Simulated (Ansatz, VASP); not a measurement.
## Two plane-wave programs on ZnSe

```xyz
4
Lattice="4.1077 0.0000 0.0000 0.0000 4.1077 0.0000 0.0000 0.0000 6.0704" Properties=species:S:1:pos:R:3 pbc="T T T"
Zn    0.0000    0.0000    0.0000
Zn    2.0539    2.0539    0.0000
Se    0.0000    2.0539    1.4950
Se    2.0539    0.0000    4.5753
```

Alike in both runs: task single point; functional PBEsol; k mesh 5 × 5 × 3; non-collinear spin, spin-orbit coupling.

|  | VASP | Ansatz |
| --- | --- | --- |
| version | VASP 6.6.1 | Ansatz 0.2.0 |
| potentials or method | VASP PAW PBE potentials, release 64 (Zn, Se), cutoff 520 eV | plane waves, PAW |
| occupations | gaussian, width 0.01 eV | fixed |
| valence electrons in the cell | 36 | 56 |

```tsv
	VASP	Ansatz	Ansatz less VASP
net moment per atom (μB)	0.00	0.00	0.000
```

VASP's potentials were made for PBE, not for PBEsol. VASP's potentials hold 36 valence electrons a cell and Ansatz's 56, so a difference there can come from the potentials and not from the codes.
